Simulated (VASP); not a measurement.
A run of VASP 6.6.1:

INCAR

```
SYSTEM = Ga3O2
PREC = Accurate ; ENCUT = 520
EDIFF = 1E-6 ; ISMEAR = 0
SIGMA = 0.1 ; LREAL = .False.
LASPH = .True. ; NELM = 60
ALGO = Normal ; ISIF = 2
LWAVE = .False. ; LCHARG = .True.
GGA = PE ; LELF = .True.
LVHAR = .True. ; NBANDS = 34
```

File KPOINTS:

```
regular mesh
0
Gamma
  10 10 6
  0 0 0
```

The input POSCAR:

```
Ga3O2
1.0
    3.9854878248      0.0000000000      0.0000000000
    0.0000000000      3.9854878248      0.0000000000
    0.0000000000      0.0000000000      6.5511121211
Ga O
3 2
Direct
    0.5000000000      0.5000000000      0.5000000000
    0.0000000000      0.0000000000      0.2528579924
    0.0000000000      0.0000000000      0.7471420076
    0.0000000000      0.5000000000      0.5000000000
    0.5000000000      0.0000000000      0.5000000000
```

Potentials or basis: VASP PAW PBE potentials, release 64 (Ga_d, O).

Run with:

```bash
$ cat potpaw_PBE.64/Ga_d/POTCAR potpaw_PBE.64/O/POTCAR > POTCAR
$ mpirun -np 1 vasp_std > vasp.out
```

Hardware: 1 thread of Intel(R) Xeon(R) Platinum 8375C CPU @ 2.90GHz (Ice Lake) (shared host).

Problem. How long does it take, and how much memory?

Solution. Run time: 5.8 min on 1 thread of Intel(R) Xeon(R) Platinum 8375C CPU @ 2.90GHz (Ice Lake), with other jobs on the host, peak memory 0.36 GiB. Counts: scf iterations 15, k points 84.
